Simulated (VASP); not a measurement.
Set up this calculation in VASP 6.6.1, as the native input.

```
Task                   : single point
Functional             : PBEsol
Potentials or basis    : VASP PAW PBE potentials, release 64 (Cd, Se)
Cutoff                 : 500 eV
k mesh                 : 6 × 6 × 6
Occupations            : fermi-dirac, width 0.02 eV
Spin                   : collinear spin, zero start
Starting moments       : [0.0, 0.0] μB
Dipole correction      : no
Further INCAR settings : ALGO = Normal; EDIFF = 1e-06; NBANDS = 20
```

The structure of CdSe lies in POSCAR:

```
CdSe
1.0
    3.5331017334      0.0000000000      0.0000000000
    0.0000000000      3.5331017334      0.0000000000
    0.0000000000      0.0000000000      3.5331017334
Cd Se
1 1
Direct
    0.0000000000      0.0000000000      0.0000000000
    0.5000000000      0.5000000000      0.5000000000
```

The input as run:

INCAR

```
PREC     = Accurate       # precision mode
ENCUT    = 500            # plane-wave cutoff, eV
EDIFF    = 1E-6           # SCF threshold, eV
ISMEAR   = -1             # smearing method
SIGMA    = 0.02           # smearing width, eV
LREAL    = F              # projectors in reciprocal space
LASPH    = T              # aspherical terms in the spheres
NELM     = 200            # most SCF steps
ALGO     = Normal         # electronic algorithm
ISIF     = 2              # what is computed and relaxed
LWAVE    = F              # write WAVECAR
LCHARG   = T              # write CHGCAR
ISPIN    = 2              # spin polarisation
MAGMOM   = 0 0            # initial moments
LORBIT   = 11             # projections on sites
GGA      = PS             # functional
LELF     = T              # ELF
LVHAR    = T            
NBANDS   = 20             # bands
GGA_COMPAT= F
```

KPOINTS

```
Automatic mesh
0
Gamma
  6 6 6
```

Potentials or basis: VASP PAW PBE potentials, release 64 (Cd, Se).

The run is started by

```console
$ cat potpaw_PBE.64/Cd/POTCAR potpaw_PBE.64/Se/POTCAR > POTCAR
$ mpirun -np 1 vasp_std > vasp.out
```

It gave:

The pressure is -2.5 GPa, the band gap on the k mesh is zero (filled and empty bands overlap) and the net moment is 0.00 μB per cell. The valence electrons inside the program's atomic spheres are Cd 10.19; Se 3.75.

Caveat: the PAW data sets were made with another functional, which shifts forces and pressure a little.

Wall time 64 s on 1 thread of Intel Xeon 8259CL (shared host), peak memory 0.18 GiB.
